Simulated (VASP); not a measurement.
# GaAs (I-4m2) in VASP: notebook

Runs on GaAs. Level: PBE. Tasks: single point.

Program: VASP 6.6.1. These are calculated values, not measurements. Logs are shortened: lines on timing, memory, paths and dates and some standing lists are left out, and cuts for length are marked.

## Step 1: The cell of the first run

Symmetry: I-4m2, No. 119, tetragonal system. Conventional cell: a = 4.007 Å, b = 4.007 Å, c = 5.779 Å, α = 90.00°, β = 90.00°, γ = 90.00°. Ga (site symmetry -4m2) has 4 As at 2.47 Å within 3.3 Å. As (site symmetry -4m2) has 4 Ga at 2.47 Å within 3.3 Å.

## Step 2: Single point, PBE (uniaxial z strain +2.0%)

The input, INCAR:

```
SYSTEM = GaAs
  PREC = Accurate
  ENCUT = 600
  EDIFF = 1E-6
  ISMEAR = -1
  SIGMA = 0.02
  LREAL = .False.
  LASPH = .True.
  NELM = 120
  ALGO = Normal
  ISIF = 2
  LWAVE = .False.
  LCHARG = .False.
  GGA = PE
  NBANDS = 21
  GGA_COMPAT = .False.
```

The input, KPOINTS:

```
regular mesh
0
Gamma
  8 8 8
  0 0 0
```

The input, POSCAR:

```
GaAs
1.0
    0.0000000000      2.8330850955      2.8897467974
    2.8330850955      0.0000000000      2.8897467974
    2.8330850955      2.8330850955      0.0000000000
Ga As
1 1
Direct
    0.0000000000      0.0000000000      0.0000000000
    0.2500000000      0.2500000000      0.2500000000
```

Potentials or basis: VASP PAW PBE potentials, release 64 (Ga_d, As_d).

The run is started by

```bash
$ cat potpaw_PBE.64/Ga_d/POTCAR potpaw_PBE.64/As_d/POTCAR > POTCAR
$ mpirun -np 1 vasp_std > vasp.out
```

OUTCAR:

```text
SYSTEM = GaAs
   PREC = Accurate
   ENCUT = 600
   EDIFF = 1E-6
   ISMEAR = -1
   LREAL = .False.
   LASPH = .True.
   NELM = 120
   ISIF = 2
   GGA = PE

 ion  position               nearest neighbor table
   1  0.000  0.000  0.000-   2 2.47   2 2.47   2 2.47   2 2.47
   2  0.250  0.250  0.250-   1 2.47   1 2.47   1 2.47   1 2.47

  LATTYP: Found a body centered tetragonal cell.
 ALAT       =     4.0065873654
 C/A-ratio  =     1.4424978336

  Lattice vectors:

 A1 = (  -2.8330850955,   0.0000000000,   2.8897467974)
 A2 = (   2.8330850955,   0.0000000000,   2.8897467974)
 A3 = (   0.0000000000,   2.8330850955,  -2.8897467974)

Analysis of symmetry for initial positions (statically):
=====================================================================
 Subroutine PRICEL returns:
 Original cell was already a primitive cell.

 Routine SETGRP: Setting up the symmetry group for a
 body centered tetragonal supercell.

 Subroutine GETGRP returns: Found  8 space group operations
 (whereof  8 operations were pure point group operations)
 out of a pool of 16 trial point group operations.

The static configuration has the point symmetry D_2d.

Analysis of symmetry for dynamics (positions and initial velocities):
=====================================================================
 Subroutine PRICEL returns:
 Original cell was already a primitive cell.

 Routine SETGRP: Setting up the symmetry group for a
 body centered tetragonal supercell.

 Subroutine GETGRP returns: Found  8 space group operations
 (whereof  8 operations were pure point group operations)
 out of a pool of 16 trial point group operations.

The dynamic configuration has the point symmetry D_2d.

 Subroutine INISYM returns: Found  8 space group operations
 (whereof  8 operations are pure point group operations),
 and found     1 'primitive' translations

----------------------------------------------------------------------------------------

                                     Primitive cell

  volume of cell :      46.3884

  direct lattice vectors                    reciprocal lattice vectors
     0.000000000  2.833085095  2.889746797    -0.176486051  0.176486051  0.173025540
     2.833085095  0.000000000  2.889746797     0.176486051 -0.176486051  0.173025540
     2.833085095  2.833085095  0.000000000     0.176486051  0.176486051 -0.173025540

  length of vectors
     4.046851580  4.046851580  4.006587365     0.303698024  0.303698024  0.303698024

  position of ions in fractional coordinates (direct lattice)
     0.000000000  0.000000000  0.000000000
     0.250000000  0.250000000  0.250000000

  ion indices of the primitive-cell ions
   primitive index   ion index
                 1           1
                 2           2

----------------------------------------------------------------------------------------

 KPOINTS: regular mesh

Automatic generation of k-mesh.
 Grid dimensions read from file:
 generate k-points for:    8    8    8

 Generating k-lattice:

  Cartesian coordinates                     Fractional coordinates (reciprocal lattice)
    -0.022060756  0.022060756  0.021628192     0.125000000  0.000000000  0.000000000
     0.022060756 -0.022060756  0.021628192     0.000000000  0.125000000  0.000000000
     0.022060756  0.022060756 -0.021628192     0.000000000  0.000000000  0.125000000

  Length of vectors
     0.037962253  0.037962253  0.037962253

  Shift w.r.t. Gamma in fractional coordinates (k-lattice)
     0.000000000  0.000000000  0.000000000

 Subroutine IBZKPT returns following result:
 ===========================================

 Found     59 irreducible k-points:

 Following reciprocal coordinates:
            Coordinates               Weight
  0.000000  0.000000  0.000000      1.000000
  0.125000 -0.000000  0.000000      8.000000
  0.250000 -0.000000  0.000000      8.000000
  0.375000  0.000000  0.000000      8.000000
  0.500000 -0.000000  0.000000      4.000000
  0.125000  0.125000  0.000000      2.000000
[... 16 lines left out ...]
  0.250000 -0.000000  0.125000     16.000000
  0.375000  0.000000  0.125000     16.000000
 [... further k-points ...]
   k-points           NKPTS =     59   k-points in BZ     NKDIM =     59   number of bands    NBANDS=     21
   number of dos      NEDOS =    301   number of ions     NIONS =      2
   total plane-waves  NPLWV =  32768
   dimension x,y,z NGX =    32 NGY =   32 NGZ =   32
   dimension x,y,z NGXF=    64 NGYF=   64 NGZF=   64
   ions per type =               1   1
   NGX,Y,Z   is equivalent  to a cutoff of  13.15, 13.15, 13.28 a.u.
   NGXF,Y,Z  is equivalent  to a cutoff of  26.29, 26.29, 26.56 a.u.
 SYSTEM =  GaAs
   PREC   = accura    normal or accurate (medium, high low for compatibility)
   ISTART =      0    job   : 0-new  1-cont  2-samecut
   ICHARG =      2    charge: 1-file 2-atom 10-const
   ISPIN  =      1    spin polarized calculation?
   LNONCOLLINEAR =      F non collinear calculations
   LSORBIT =      F    spin-orbit coupling
   LASPH  =      T    aspherical Exc in radial PAW
   ENCUT  =  600.0 eV  44.10 Ry    6.64 a.u.   8.08  8.08  8.00*2*pi/ulx,y,z
   NELM   =    120;   NELMIN=  2; NELMDL= -5     # of ELM steps
   EDIFF  = 0.1E-05   stopping-criterion for ELM
   LREAL  =      F    real-space projection
   EDIFFG = 0.1E-04   stopping-criterion for IOM
   NSW    =      0    number of steps for IOM
   IBRION =     -1    ionic relax: 0-MD 1-quasi-New 2-CG
   NFREE  =      0    steps in history (QN), initial steepest desc. (CG)
   ISIF   =      2    stress and relaxation
   ISYM   =      2    0-nonsym 1-usesym 2-fastsym
   POTIM  = 0.5000    time-step for ionic-motion
   TEBEG  =    0.0;   TEEND  =   0.0 temperature during run
   PSTRESS=    0.0 pullay stress
   NELECT =      28.0000    total number of electrons
   NUPDOWN=      -1.0000    fix difference up-down
   EMIN   =  10.00;   EMAX   =-10.00  energy-range for DOS
   EFERMI =   0.00;   METHOD = LEGACY
   ISMEAR =    -1;   SIGMA  =   0.02  broadening in eV -4-tet -1-fermi 0-gaus
   EFERMI_NEDOS =   21; number of points for ismear=-14 and -15
   IALGO  =     38    algorithm
   IMIX   =      4    mixing-type and parameters
     AMIX     =   0.40;   BMIX     =  1.00
     AMIX_MAG =   1.60;   BMIX_MAG =  1.00
  volume/ion in A,a.u.               =      23.19       156.52
  Fermi-wavevector in a.u.,A,eV,Ry     =   1.383538  2.614508 26.043974  1.914178
  Thomas-Fermi vector in A             =   2.508127
   LORBIT       =      0    0 simple, 1 ext, 2 COOP (PROOUT), +10 PAW based schemes
   GGA     = PE    functional components
   LHFCALC =     F    Hartree Fock is set to
   AEXX    =    0.0000 exact exchange contribution
   IVDW    =     0    specifies the selected vdW correction
   LEPSILON=     F    determine dielectric tensor
   LRPA    =     F    only Hartree local field effects (RPA)
 non-spin polarized calculation
  energy-cutoff  :      600.00
  volume of cell :       46.39
 maximum number of plane-waves:      1568
   NGX = 17   NGY = 17   NGZ = 17

 number of electron      28.0000011 magnetization

 Free energy of the ion-electron system (eV)
  ---------------------------------------------------
  ext. energy  EPLUGINS =         0.00000000
  ---------------------------------------------------
  free energy    TOTEN  =        -8.27695165 eV

  energy without entropy =       -8.27694999  energy(sigma->0) =       -8.27695082

 E-fermi :   3.0935     XC(G=0):  -9.7901

 val. band max:        2.9472475844   @ k =   0.0000   0.0000   0.0000
 cond. band min:       3.2259204866   @ k =   0.0000   0.0000   0.0000
 fundamental gap:      0.2786729023
 Fermi energy:         3.0935390236

 k-point     1 :       0.0000    0.0000    0.0000
  band No.  band energies     occupation
      1     -32.1923      2.00000
      2     -32.1923      2.00000
      3     -32.1905      2.00000
      4     -32.1835      2.00000
      5     -32.1813      2.00000
      6     -11.8518      2.00000
[... 13 lines left out ...]
     20      12.8333      0.00000
     21      13.2288      0.00000

 k-point     2 :       0.1250   -0.0000    0.0000
  band No.  band energies     occupation
      1     -32.1922      2.00000
      2     -32.1922      2.00000
      3     -32.1904      2.00000
      4     -32.1834      2.00000
      5     -32.1813      2.00000
      6     -11.8606      2.00000
[... 13 lines left out ...]
     20      12.0421      0.00000
     21      12.3191      0.00000

 k-point     3 :       0.2500   -0.0000    0.0000
  band No.  band energies     occupation
      1     -32.1921      2.00000
      2     -32.1919      2.00000
      3     -32.1901      2.00000
      4     -32.1833      2.00000
      5     -32.1812      2.00000
      6     -11.8867      2.00000
[... 13 lines left out ...]
     20      11.9778      0.00000
     21      11.9885      0.00000

 k-point     4 :       0.3750    0.0000    0.0000
  band No.  band energies     occupation
      1     -32.1920      2.00000
      2     -32.1917      2.00000
      3     -32.1899      2.00000
      4     -32.1832      2.00000
      5     -32.1812      2.00000
      6     -11.9106      2.00000
[... 13 lines left out ...]
     20      13.0345      0.00000
     21      13.1240      0.00000

 k-point     5 :       0.5000   -0.0000    0.0000
  band No.  band energies     occupation
      1     -32.1920      2.00000
      2     -32.1916      2.00000
      3     -32.1898      2.00000
      4     -32.1832      2.00000
      5     -32.1812      2.00000
      6     -11.9200      2.00000
[... 13 lines left out ...]
     20      14.6196      0.00000
     21      14.7670      0.00000
[... 382 lines left out ...]
     20      15.9503      0.00000
     21      16.2847      0.00000

 k-point    22 :       0.1250    0.0000    0.1250
  band No.  band energies     occupation
      1     -32.1924      2.00000
      2     -32.1921      2.00000
      3     -32.1902      2.00000
      4     -32.1834      2.00000
      5     -32.1813      2.00000
      6     -11.8658      2.00000
[... 13 lines left out ...]
     20      11.7400      0.00000
     21      13.1746      0.00000

 k-point    23 :       0.2500   -0.0000    0.1250
  band No.  band energies     occupation
      1     -32.1924      2.00000
      2     -32.1918      2.00000
      3     -32.1899      2.00000
      4     -32.1833      2.00000
      5     -32.1813      2.00000
      6     -11.8875      2.00000
[... 13 lines left out ...]
     20      12.8702      0.00000
     21      13.0951      0.00000

 k-point    24 :       0.3750    0.0000    0.1250
  band No.  band energies     occupation
      1     -32.1923      2.00000
      2     -32.1916      2.00000
      3     -32.1897      2.00000
      4     -32.1832      2.00000
      5     -32.1813      2.00000
      6     -11.9099      2.00000
[... 13 lines left out ...]
     20      13.0353      0.00000
     21      13.9089      0.00000

 [... further k-points ...]

------------------------ aborting loop because EDIFF is reached ----------------------------------------

  FORCE on cell =-STRESS in cart. coord.  units (eV):
  Direction    XX          YY          ZZ          XY          YZ          ZX
  --------------------------------------------------------------------------------------
  -------------------------------------------------------------------------------------
  Total        0.4924817      0.4924817      0.1426143      0.0000000      0.0000000      0.0000000
  in kB       17.0095033     17.0095033      4.9256631      0.0000000      0.0000000      0.0000000
  external PRESSURE =      12.9815566 kB  Pullay stress =       0.0000000 kB

 VOLUME and BASIS-vectors are now :
 -----------------------------------------------------------------------------
  energy-cutoff  :      600.00
  volume of cell :       46.39
      direct lattice vectors                 reciprocal lattice vectors
     0.000000000  2.833085095  2.889746797    -0.176486051  0.176486051  0.173025540
     2.833085095  0.000000000  2.889746797     0.176486051 -0.176486051  0.173025540
     2.833085095  2.833085095  0.000000000     0.176486051  0.176486051 -0.173025540

 POSITION                                       TOTAL-FORCE (eV/Angst)
 -----------------------------------------------------------------------------------
      0.00000      0.00000      0.00000         0.000000      0.000000      0.000000
      1.41654      1.41654      1.44487        -0.000000     -0.000000     -0.000000
 -----------------------------------------------------------------------------------
    total drift:                                0.000002      0.000002     -0.000002

  FREE ENERGIE OF THE ION-ELECTRON SYSTEM (eV)
  ---------------------------------------------------
  free  energy   TOTEN  =        -8.2769516540 eV

  energy  without entropy=       -8.2769499937  energy(sigma->0) =       -8.27695082
```

Run time: 36 s. Hardware: 1 thread of Intel Xeon Platinum 8259CL at 2.50GHz (Skylake/Cascade Lake), shared host; peak memory 0.22 GiB.

Results:

```
Free energy            : -8.2770 eV
Pressure               : 1.3 GPa
Band gap on the k mesh : 0.28 eV, direct
```

Caveat: the cell differs from its parent crystal (uniaxial z strain +2.0%).

## Step 3: Single point, PBE (uniaxial z strain -1.0%)

The input, INCAR:

```
SYSTEM = GaAs
PREC     = Accurate       ! precision mode
ENCUT    = 600            ! plane-wave cutoff, eV
EDIFF    = 1E-6           ! SCF threshold, eV
ISMEAR   = -1             ! smearing method
SIGMA    = 0.02           ! smearing width, eV
LREAL    = .FALSE.        ! projectors in reciprocal space
LASPH    = .TRUE.         ! aspherical terms in the spheres
NELM     = 120            ! most SCF steps
ALGO     = Normal         ! electronic algorithm
ISIF     = 2              ! what is computed and relaxed
LWAVE    = .FALSE.        ! write WAVECAR
LCHARG   = .FALSE.        ! write CHGCAR
GGA      = PE             ! functional
NBANDS   = 21             ! bands
GGA_COMPAT= .FALSE.
```

The input, KPOINTS:

```
Automatic mesh
0
G
  8 8 8
  0 0 0
```

The input, POSCAR:

```
GaAs
1.0
    0.0000000000      2.8330850955      2.8047542445
    2.8330850955      0.0000000000      2.8047542445
    2.8330850955      2.8330850955      0.0000000000
Ga As
1 1
Direct
    0.0000000000      0.0000000000      0.0000000000
    0.2500000000      0.2500000000      0.2500000000
```

Potentials or basis: VASP PAW PBE potentials, release 64 (Ga_d, As_d).

The run is started by

```bash
$ cat potpaw_PBE.64/Ga_d/POTCAR potpaw_PBE.64/As_d/POTCAR > POTCAR
$ mpirun -np 1 vasp_std > vasp.out
```

It took 42 s on 1 thread of AMD EPYC 9R45 (Zen 5), shared host; peak memory 0.18 GiB.

It converged, with:

* Free energy: -8.2572 eV
* Pressure: 3.5 GPa
* Band gap on the k mesh: 0.50 eV, direct

Stress tensor (GPa, compression positive):
```
3.26 0.00 0.00
0.00 3.26 0.00
0.00 0.00 3.84
```

Levels at points of the mesh, in eV from the valence-band top:
```csv
k point,band 10,band 11,band 12,band 13,band 14,band 15,band 16,band 17,band 18,band 19
"(0.00, 0.00, 0.00)",-14.76,-12.79,-0.06,-0.06,0.00,0.50,3.68,3.71,3.71,7.57
"(0.50, 0.00, 0.00)",-14.76,-11.01,-6.69,-1.22,-1.14,0.97,4.58,4.65,7.73,10.39
"(0.50, 0.50, 0.00)",-14.75,-10.25,-6.82,-2.77,-2.77,1.39,1.56,10.17,10.17,11.02
"(0.50, 0.00, 0.50)",-14.75,-10.29,-6.88,-2.70,-2.70,1.45,1.65,10.13,10.20,10.95
```

Caveat: the cell differs from its parent crystal (uniaxial z strain -1.0%). A k mesh can miss the band edges.
